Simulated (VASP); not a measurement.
# Ru (P6_3/mmc) in VASP: notebook, part 2 of 2

VASP 6.6.1. Earlier steps stand in the parts before.

### 3 Single point, PBEsol

This run uses another cell than the first one, of 12.33 Å³/atom, 0.997 times its volume.

INCAR

```
SYSTEM = Ru
ALGO = Normal
EDIFF = 1E-6
ENCUT = 520
GGA = PS
ISIF = 2
ISMEAR = 0
LASPH = .True.
LCHARG = .False.
LREAL = .False.
LWAVE = .False.
NBANDS = 21
NELM = 100
PREC = Accurate
SIGMA = 0.15
```

KPOINTS

```
k-points
0
Gamma
  18 18 10
  0 0 0
```

POSCAR

```
Ru
1.0
    2.6520000000      0.0000000000      0.0000000000
   -1.3260000000      2.2966993709      0.0000000000
    0.0000000000      0.0000000000      4.0483000000
Ru
2
Direct
    0.3333333333      0.6666666667      0.2500000000
    0.6666666667      0.3333333333      0.7500000000
```

Potentials or basis: VASP PAW PBE potentials, release 64 (Ru_pv).

Started as:

```console
> cat potpaw_PBE.64/Ru_pv/POTCAR > POTCAR
> mpirun -np 1 vasp_std > vasp.out
```

OUTCAR:

```text
SYSTEM = Ru
   EDIFF = 1E-6
   ENCUT = 520
   GGA = PS
   ISIF = 2
   ISMEAR = 0
   LASPH = .True.
   LREAL = .False.
   NELM = 100
   PREC = Accurate

 ion  position               nearest neighbor table
   1  0.333  0.667  0.250-   2 2.54   2 2.54   2 2.54   2 2.54   2 2.54   2 2.54
   2  0.667  0.333  0.750-   1 2.54   1 2.54   1 2.54   1 2.54   1 2.54   1 2.54

  LATTYP: Found a hexagonal cell.
 ALAT       =     2.6520000000
 C/A-ratio  =     1.5265082956

  Lattice vectors:

 A1 = (   2.6520000000,   0.0000000000,   0.0000000000)
 A2 = (  -1.3260000000,   2.2966993709,   0.0000000000)
 A3 = (   0.0000000000,   0.0000000000,   4.0483000000)

Analysis of symmetry for initial positions (statically):
=====================================================================
 Subroutine PRICEL returns:
 Original cell was already a primitive cell.

 Routine SETGRP: Setting up the symmetry group for a
 hexagonal supercell.

 Subroutine GETGRP returns: Found 24 space group operations
 (whereof 12 operations were pure point group operations)
 out of a pool of 24 trial point group operations.

The static configuration has the point symmetry D_3d.
 The point group associated with its full space group is D_6h.

Analysis of symmetry for dynamics (positions and initial velocities):
=====================================================================
 Subroutine PRICEL returns:
 Original cell was already a primitive cell.

 Routine SETGRP: Setting up the symmetry group for a
 hexagonal supercell.

 Subroutine GETGRP returns: Found 24 space group operations
 (whereof 12 operations were pure point group operations)
 out of a pool of 24 trial point group operations.

The dynamic configuration has the point symmetry D_3d.
 The point group associated with its full space group is D_6h.

 Subroutine INISYM returns: Found 24 space group operations
 (whereof 12 operations are pure point group operations),
[... 105 lines left out ...]
   TEBEG  =    0.0;   TEEND  =   0.0 temperature during run
   PSTRESS=    0.0 pullay stress
   NELECT =      28.0000    total number of electrons
   NUPDOWN=      -1.0000    fix difference up-down
   EMIN   =  10.00;   EMAX   =-10.00  energy-range for DOS
   EFERMI =   0.00;   METHOD = LEGACY
   ISMEAR =     0;   SIGMA  =   0.15  broadening in eV -4-tet -1-fermi 0-gaus
   EFERMI_NEDOS =   21; number of points for ismear=-14 and -15
   IALGO  =     38    algorithm
   IMIX   =      4    mixing-type and parameters
     AMIX     =   0.40;   BMIX     =  1.00
     AMIX_MAG =   1.60;   BMIX_MAG =  1.00
  volume/ion in A,a.u.               =      12.33        83.20
  Fermi-wavevector in a.u.,A,eV,Ry     =   1.707959  3.227574 39.689871  2.917123
  Thomas-Fermi vector in A             =   2.786715
   LORBIT       =      0    0 simple, 1 ext, 2 COOP (PROOUT), +10 PAW based schemes
   GGA     = PS    functional components
   LHFCALC =     F    Hartree Fock is set to
   AEXX    =    0.0000 exact exchange contribution
   IVDW    =     0    specifies the selected vdW correction
   LEPSILON=     F    determine dielectric tensor
   LRPA    =     F    only Hartree local field effects (RPA)
 non-spin polarized calculation
 Gauss-broadening in eV      SIGMA  =   0.15
  energy-cutoff  :      520.00
  volume of cell :       24.66
 maximum number of plane-waves:       691
 NGX is ok and might be reduce to    20
   NGX =  9   NGY =  9   NGZ = 15

 number of electron      28.0000001 magnetization

 Free energy of the ion-electron system (eV)
  ---------------------------------------------------
  ext. energy  EPLUGINS =         0.00000000
  ---------------------------------------------------
  free energy    TOTEN  =       -20.11742146 eV

  energy without entropy =      -20.10052030  energy(sigma->0) =      -20.10897088

 E-fermi :  14.5596     XC(G=0): -14.8821

 val. band max:       14.5466844748   @ k =   0.1667   0.0000   0.4000
 cond. band min:      14.5681690036   @ k =   0.2778   0.1111   0.0000
 fundamental gap:      0.0214845288
 Fermi energy:        14.5595840653

 k-point     1 :       0.0000    0.0000    0.0000
  band No.  band energies     occupation
      1     -29.5392      2.00000
      2     -28.2498      2.00000
      3     -28.2498      2.00000
      4     -27.9746      2.00000
      5     -27.9746      2.00000
      6     -27.8562      2.00000
[... 565 lines left out ...]
     20      24.7346      0.00000
     21      26.6677      0.00000

 [... further k-points ...]
[... 5 lines left out ...]
  --------------------------------------------------------------------------------------
  -------------------------------------------------------------------------------------
  Total        3.9750100      3.9750100      7.5808268      0.0000000     -0.0000000     -0.0000000
  in kB      258.2845602    258.2845602    492.5800277      0.0000000     -0.0000000     -0.0000000
  external PRESSURE =     336.3830493 kB  Pullay stress =       0.0000000 kB

 VOLUME and BASIS-vectors are now :
 -----------------------------------------------------------------------------
  energy-cutoff  :      520.00
  volume of cell :       24.66
      direct lattice vectors                 reciprocal lattice vectors
     2.652000000  0.000000000  0.000000000     0.377073906  0.217703721  0.000000000
    -1.326000000  2.296699371  0.000000000     0.000000000  0.435407443  0.000000000
     0.000000000  0.000000000  4.048300000     0.000000000  0.000000000  0.247017267

 POSITION                                       TOTAL-FORCE (eV/Angst)
 -----------------------------------------------------------------------------------
     -0.00000      1.53113      1.01208         0.000000     -0.000000      0.000000
      1.32600      0.76557      3.03622        -0.000000      0.000000      0.000000
 -----------------------------------------------------------------------------------
    total drift:                               -0.000000      0.000000     -0.000000

  FREE ENERGIE OF THE ION-ELECTRON SYSTEM (eV)
  ---------------------------------------------------
  free  energy   TOTEN  =       -20.1174214617 eV

  energy  without entropy=      -20.1005203046  energy(sigma->0) =      -20.10897088
```

Wall time 65 s (1 thread of AMD EPYC 7R43 (Zen 3), shared host); peak memory 0.17 GiB.

What came out:

- Free energy: -20.1174 eV
- Pressure: 33.6 GPa
- Band gap on the k mesh: zero (band 14 reaches 16.22 eV, above the bottom of band 15 at 12.54 eV)

Stress tensor (GPa, compression positive):
```
25.83  0.00  0.00
 0.00 25.83  0.00
 0.00  0.00 49.26
```

Levels at points of the mesh, in eV from the Fermi level:
| k point | band 10 | band 11 | band 12 | band 13 | band 14 | band 15 | band 16 | band 17 | band 18 | band 19 |
| --- | --- | --- | --- | --- | --- | --- | --- | --- | --- | --- |
| (0.00, 0.00, 0.00) | -3.08 | -2.43 | -2.18 | -2.18 | -1.93 | -1.93 | 1.35 | 1.35 | 1.84 | 10.17 |
| (0.50, 0.00, 0.00) | -3.80 | -2.13 | -2.11 | -1.52 | 1.43 | 2.02 | 2.44 | 4.52 | 6.72 | 10.17 |
| (0.00, 0.00, 0.50) | -3.38 | -3.38 | -3.38 | -2.83 | -2.83 | 0.69 | 0.69 | 0.69 | 0.69 | 10.18 |
| (0.50, 0.00, 0.50) | -5.10 | -1.40 | -1.40 | 0.47 | 0.47 | 1.80 | 1.80 | 3.72 | 3.72 | 10.17 |

Caveat: the PAW data sets were made with another functional, which shifts forces and pressure a little.
